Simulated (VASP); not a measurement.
Here is a VASP 6.6.1 calculation.

File POSCAR:

```
Si
1.0
    1.3145004514     -2.2767815684      0.0000000000
    0.0000000000      0.0000000000     -2.4937990725
    8.4128028889      3.6428505095      0.0000000000
Si
4
Direct
   -0.3500000000      0.0000000000      0.8750000000
    0.4500000000      0.0000000000      0.1250000000
   -0.1500000000      0.0000000000      0.3750000000
    0.2500000000      0.0000000000      0.6250000000
```

The input INCAR.step1:

```
SYSTEM = Si
PREC = Accurate ; ENCUT = 520
ISMEAR = 0 ; SIGMA = 0.15
LREAL = .False. ; LASPH = .True.
NELM = 80 ; NBANDS = 16
GGA = PE ; ALGO = Normal
EDIFF = 1E-4 ; LWAVE = .True.
LCHARG = .False.
```

INCAR.step2

```
SYSTEM = Si
PREC = Accurate ; ENCUT = 520
EDIFF = 1E-6 ; ISMEAR = 0
SIGMA = 0.15 ; LREAL = .False.
LASPH = .True. ; NELM = 80
ALGO = Normal ; ISIF = 2
LWAVE = .False. ; LCHARG = .False.
METAGGA = R2SCAN ; LMIXTAU = .True.
NBANDS = 16 ; ISTART = 1
```

KPOINTS

```
Automatic mesh
0
Gamma
  22 23 7
  0 0 0
```

Potentials or basis: VASP PAW PBE potentials, release 64 (Si).

Launch:

```console
$ cat potpaw_PBE.64/Si/POTCAR > POTCAR
$ cp INCAR.step1 INCAR
$ mpirun -np 1 vasp_std > vasp.out
$ cp INCAR.step2 INCAR
$ mpirun -np 1 vasp_std > vasp.out
```

(1) Estimate the pressure.

(2) Predict the band gap on the k mesh.

(3) Predict the largest force.

## Answers

(1) 2.9 GPa.

(2) zero (bands 8 and 9 overlap by 8.41 eV).

(3) 1.308 eV/Å.

Caveat: the PAW data sets were made with another functional, which shifts forces and pressure a little.
